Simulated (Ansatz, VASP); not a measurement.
**One calculation of Ti3S2, two programs**

File INCAR:

```
  PREC = Accurate
  ENCUT = 600
  EDIFF = 1E-6
  ISMEAR = -1
  SIGMA = 0.05
  LREAL = F
  LASPH = T
  NELM = 100
  ALGO = Normal
  ISIF = 3
  LWAVE = F
  LCHARG = F
  IBRION = 2
  NSW = 60
  EDIFFG = -0.01
```

KPOINTS

```
regular mesh
0
Gamma
  6 6 6
```

The input POSCAR:

```
Ti3S2
1.0
    2.7131139241      1.5664170544      3.2376184047
   -2.7131139241      1.5664170544      3.2376184047
    0.0000000000     -3.1328341088      3.2376184047
Ti S
3 2
Direct
    0.0000000000      0.3356550000      0.6643450000
    0.6643450000      0.0000000000      0.3356550000
    0.3356550000      0.6643450000      0.0000000000
    0.1678390000      0.1678390000      0.1678390000
    0.8321610000      0.8321610000      0.8321610000
```

File input.yaml:

```yaml
crystal:
  lattice:
    - [2.7131139241, 1.5664170544, 3.2376184047]
    - [-2.7131139241, 1.5664170544, 3.2376184047]
    - [0.0, -3.1328341088, 3.2376184047]
  atoms:
    - { symbol: Ti, position: [0.0, 0.335655, 0.664345] }
    - { symbol: Ti, position: [0.664345, 0.0, 0.335655] }
    - { symbol: Ti, position: [0.335655, 0.664345, 0.0] }
    - { symbol: S, position: [0.167839, 0.167839, 0.167839] }
    - { symbol: S, position: [0.832161, 0.832161, 0.832161] }
hamiltonian:
  xc: lda
  pseudopotentials: { kind: paw }
kpoints:
  mp_grid: { grid: [6, 6, 6] }
scf:
  occupations: { method: fermi_dirac, width: 0.05 }
output:
  forces: true
  stress: true
  eigenvalues: true
  write_density: true
  write_potential: true
  elf: true
  volumetric_format: npy
relax:
  f_tol: 0.01
  max_steps: 40
  cell: { stress_tol: 0.05 }
```

Alike in both runs: task relaxation of cell and atoms; functional LDA; k mesh 6 × 6 × 6; occupations fermi-dirac, width 0.05 eV; no spin polarisation.

|  | VASP | Ansatz |
| --- | --- | --- |
| version | VASP 6.6.1 | Ansatz 0.2.0 |
| potentials or method | VASP PAW LDA potentials, release 64 (Ti_sv, S) | Ansatz PAW |
| plane-wave cutoff (eV) | 600 | 420 |
| valence electrons in the cell | 48 | 48 |

Ansatz gave:

- gap on the k mesh at the Fermi level, each at its own relaxed structure (eV): none
- relaxed volume (Å³/atom): 15.55
- relaxed cell length with the largest relative difference (Å): 4.416

Q: Which values does VASP return?

A: gap on the k mesh at the Fermi level, each at its own relaxed structure (eV): none; relaxed volume (Å³/atom): 15.56; relaxed cell length with the largest relative difference (Å): 4.419.

LDA's correlation is that of Perdew and Zunger in VASP and of Perdew and Wang (1992) in Ansatz. A gap of «none» marks a metal or a gap that the smearing closes.

Noted on Ansatz's run: the plane-wave basis is chosen anew once the cell has moved, so the energies of steps on either side of that aren't comparable.
